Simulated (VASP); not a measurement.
PtSe2:

```
Pt Se
1.0
     3.72400    0.00000    0.00000
    -1.86200    3.22508    0.00000
     0.00000    0.00000    5.06200
Pt Se
1 2
Direct
  0.00000 0.00000 0.00000
  0.66667 0.33333 0.75000
  0.33333 0.66667 0.25000
```

Base run:

* Program: VASP 6.6.1
* Functional: r2SCANh
* Potentials or basis: VASP PAW PBE potentials, release 64 (Pt, Se)
* Cutoff: 520 eV
* k mesh: 5 × 5 × 3
* Occupations: fermi-dirac, width 0.05 eV
* Spin: no spin polarisation

Its results: band gap on the k mesh 0.32 eV (least direct gap 1.42 eV); pressure 3.4 GPa; largest force 0.142 eV/Å.

Question: The run is repeated on the same cell with these changes: functional from r2SCANh to PBE-based screened hybrid with 15 % exact exchange; share of exact exchange from 0.1 to 0.15. What comes out?

Answer: Band gap on the k mesh 0.02 eV (least direct gap 1.16 eV); pressure 4.3 GPa; largest force 0.249 eV/Å.

Caveats: the cell stands under pressure; the PAW data sets were made with another functional, which shifts forces and pressure a little; spin-orbit coupling is left out, which moves the levels of the heavy elements; the smearing spreads over this small gap (at least some runs).

A k mesh can miss the band edges.
